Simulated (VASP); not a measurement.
Input of a VASP 6.6.1 run:

Contents of INCAR:

```
SYSTEM = SnH7
PREC = Accurate
ENCUT = 520
EDIFF = 1E-7
ISMEAR = 0
SIGMA = 0.1
LREAL = .FALSE.
LASPH = .TRUE.
NELM = 60
ALGO = Normal
ISIF = 2
LWAVE = .FALSE.
LCHARG = .FALSE.
GGA = PE
NBANDS = 20
```

Contents of KPOINTS:

```
Automatic mesh
0
G
  12 12 12
  0 0 0
```

The input POSCAR:

```
SnH7
1.0
    0.0000000000      2.9462025950      2.9462025950
    2.9462025950      0.0000000000      2.9462025950
    2.9462025950      2.9462025950      0.0000000000
Sn H
1 7
Direct
    0.0000000000      0.0000000000      0.0000000000
    0.5000000000      0.5000000000      0.5000000000
    0.5000000000      0.0000000000      0.0000000000
    0.5000000000      0.0000000000      0.5000000000
    0.0000000000      0.5000000000      0.5000000000
    0.0000000000      0.5000000000      0.0000000000
    0.5000000000      0.5000000000      0.0000000000
    0.0000000000      0.0000000000      0.5000000000
```

Potentials or basis: VASP PAW PBE potentials, release 64 (Sn_d, H).

The run is started by

```console
$ cat potpaw_PBE.64/Sn_d/POTCAR potpaw_PBE.64/H/POTCAR > POTCAR
$ mpirun -np 1 vasp_std > vasp.out
```

(1) What does it give for the pressure?

Answers

(1) -0.3 GPa.
